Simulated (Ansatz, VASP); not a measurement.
# SiNi: VASP beside Ansatz

File INCAR:

```
PREC = Accurate
ENCUT = 600
EDIFF = 1E-7
ISMEAR = 0
SIGMA = 0.1
LREAL = F
LASPH = T
NELM = 100
ALGO = Normal
ISIF = 3
LWAVE = F
LCHARG = F
GGA = PS
IBRION = 2
NSW = 100
EDIFFG = -0.005
```

File KPOINTS:

```
regular mesh
0
Gamma
  8 8 8
```

Contents of POSCAR:

```
SiNi
1.0
    4.5036940000      0.0000000000      0.0000000000
    0.0000000000      4.5036940000      0.0000000000
    0.0000000000      0.0000000000      4.5036940000
Si Ni
4 4
Direct
    0.6531700000      0.1531700000      0.3468300000
    0.1531700000      0.3468300000      0.6531700000
    0.3468300000      0.6531700000      0.1531700000
    0.8468300000      0.8468300000      0.8468300000
    0.3504960000      0.8504960000      0.6495040000
    0.8504960000      0.6495040000      0.3504960000
    0.6495040000      0.3504960000      0.8504960000
    0.1495040000      0.1495040000      0.1495040000
```

Input for Ansatz:

```yaml
crystal:
  lattice:
    - [4.503694, 0.0, 0.0]
    - [0.0, 4.503694, 0.0]
    - [0.0, 0.0, 4.503694]
  atoms:
    - { symbol: Si, position: [0.65317, 0.15317, 0.34683] }
    - { symbol: Si, position: [0.15317, 0.34683, 0.65317] }
    - { symbol: Si, position: [0.34683, 0.65317, 0.15317] }
    - { symbol: Si, position: [0.84683, 0.84683, 0.84683] }
    - { symbol: Ni, position: [0.350496, 0.850496, 0.649504] }
    - { symbol: Ni, position: [0.850496, 0.649504, 0.350496] }
    - { symbol: Ni, position: [0.649504, 0.350496, 0.850496] }
    - { symbol: Ni, position: [0.149504, 0.149504, 0.149504] }
basis:
  ecutwfc: 420
kpoints:
  mp_grid: { grid: [8, 8, 8] }
hamiltonian:
  xc: pbesol
scf:
  occupations: { method: gaussian, width: 0.1 }
output:
  forces: true
  stress: true
  eigenvalues: true
  write_density: true
  write_potential: true
  elf: true
  volumetric_format: npy
relax:
  adjacent_minimum: "off"
  f_tol: 0.005
  max_steps: 80
  cell: { stress_tol: 0.05 }
```

Alike in both runs: task relaxation of cell and atoms; functional PBEsol; k mesh 8 × 8 × 8; occupations gaussian, width 0.1 eV; no spin polarisation.

|  | VASP | Ansatz |
| --- | --- | --- |
| version | VASP 6.6.1 | Ansatz 0.2.0 |
| potentials or method | VASP PAW PBE potentials, release 64 (Si, Ni), cutoff 600 eV | scalar-relativistic, plane waves, PAW |
| valence electrons in the cell | 56 | 88 |

Ansatz gave:

| Property | Result |
| --- | --- |
| gap on the k mesh at the Fermi level, each at its own relaxed structure (eV) | none |
| relaxed volume (Å³/atom) | 11.15 |
| relaxed length of the cell vector where the two differ most in proportion (Å) | 4.468 |

Problem. Which values does VASP return?

Solution. gap on the k mesh at the Fermi level, each at its own relaxed structure (eV): none; relaxed volume (Å³/atom): 11.16; relaxed length of the cell vector where the two differ most in proportion (Å): 4.469.

VASP's potentials were made for PBE, not for PBEsol. A gap of «none» marks a metal or a gap that the smearing closes. VASP's potentials hold 56 valence electrons a cell and Ansatz's 88, so a difference there can come from the potentials and not from the codes.
